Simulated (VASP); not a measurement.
Here is a VASP 6.6.1 calculation.

INCAR

```
PREC     = Accurate       # precision mode
ENCUT    = 600            # plane-wave cutoff, eV
EDIFF    = 1E-6           # SCF threshold, eV
ISMEAR   = -1             # smearing method
SIGMA    = 0.08           # smearing width, eV
LREAL    = False          # projectors in reciprocal space
LASPH    = True           # aspherical terms in the spheres
NELM     = 150            # most SCF steps
ALGO     = Normal         # electronic algorithm
ISIF     = 3              # what is computed and relaxed
LWAVE    = False          # write WAVECAR
LCHARG   = False          # write CHGCAR
LMAXMIX  = 4              # l up to which the mixer works
LDAU     = True           # DFT+U
LDAUTYPE = 2            
LDAUL    = 2              # shell
LDAUU    = 2              # U, eV
LDAUJ    = 0            
LDAUPRINT= 1            
GGA      = PS             # functional
IBRION   = 2              # ionic algorithm
NSW      = 100            # ionic steps
EDIFFG   = -0.002         # ionic threshold
```

Contents of KPOINTS:

```
regular mesh
0
Gamma
  18 18 10
```

File POSCAR:

```
Re
1.0
    2.7608000000      0.0000000000      0.0000000000
   -1.3804000000      2.3909229348      0.0000000000
    0.0000000000      0.0000000000      4.4582000000
Re
2
Direct
    0.3333333333      0.6666666667      0.2500000000
    0.6666666667      0.3333333333      0.7500000000
```

Potentials or basis: VASP PAW PBE potentials, release 64 (Re).

The run is started by

```sh
$ cat potpaw_PBE.64/Re/POTCAR > POTCAR
$ mpirun -np 1 vasp_std > vasp.out
```

Q: Estimate the relaxed cell.

A: a = 2.751 Å, b = 2.751 Å, c = 4.446 Å, α = 90.00°, β = 90.00°, γ = 120.00°.

Q: Estimate the band gap on the k mesh.

A: Zero (bands 7 and 8 overlap by 3.22 eV).

Eigenvalues of the final occupation matrices:
```tsv
site	spin	trace	eigenvalues
site 1 d	1	2.47	0.48 0.48 0.50 0.50 0.51
site 1 d	2	2.47	0.48 0.48 0.50 0.50 0.51
site 2 d	1	2.47	0.48 0.48 0.50 0.50 0.51
site 2 d	2	2.47	0.48 0.48 0.50 0.50 0.51
```

Caveat: spin-orbit coupling is left out, which moves the levels of the heavy elements; U without spin polarisation on a metal has little footing; the U is typed as a test and isn't derived for this compound.
